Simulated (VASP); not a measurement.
**CdS: single point with PBE**

The system is CdS.

```
CELL_PARAMETERS angstrom
3.87703 0.00000 0.00000
-1.93851 3.35761 0.00000
0.00000 0.00000 6.47768
ATOMIC_POSITIONS crystal
Cd 0.00000 0.00000 0.00000
Cd 0.00000 0.00000 0.50000
S 0.33333 0.66667 0.25000
S 0.66667 0.33333 0.75000
```

- Program: VASP 6.6.1
- Task: single point
- Functional: PBE
- Potentials or basis: VASP PAW PBE potentials, release 64 (Cd, S)
- Cutoff: 520 eV
- k mesh: 6 × 6 × 4
- Occupations: gaussian, width 0.01 eV
- Spin: no spin polarisation
- Dipole correction: no
- Further INCAR settings: ALGO = Normal; EDIFF = 1e-06; NBANDS = 26

| Quantity | Value |
| --- | --- |
| Pressure | 0.4 GPa |
| Band gap on the k mesh | 0.54 eV |

Levels at points of the mesh, in eV from the valence-band top:
```tsv
k point	band 15	band 16	band 17	band 18	band 19	band 20	band 21	band 22
(0.00, 0.00, 0.00)	-0.72	-0.72	0.00	0.00	0.54	3.43	6.74	6.74
(0.50, 0.00, 0.00)	-2.96	-1.99	-1.45	-0.04	2.51	3.72	3.81	5.93
(0.00, 0.00, 0.50)	-0.33	-0.33	-0.33	-0.33	2.97	2.97	6.78	6.78
(0.50, 0.00, 0.50)	-1.29	-1.29	-1.12	-1.12	2.11	2.11	5.93	5.93
```

Wall time 61 s on 1 thread of Intel Xeon 8259CL, with other jobs on the host, peak memory 0.21 GiB.

A k mesh can miss the band edges.
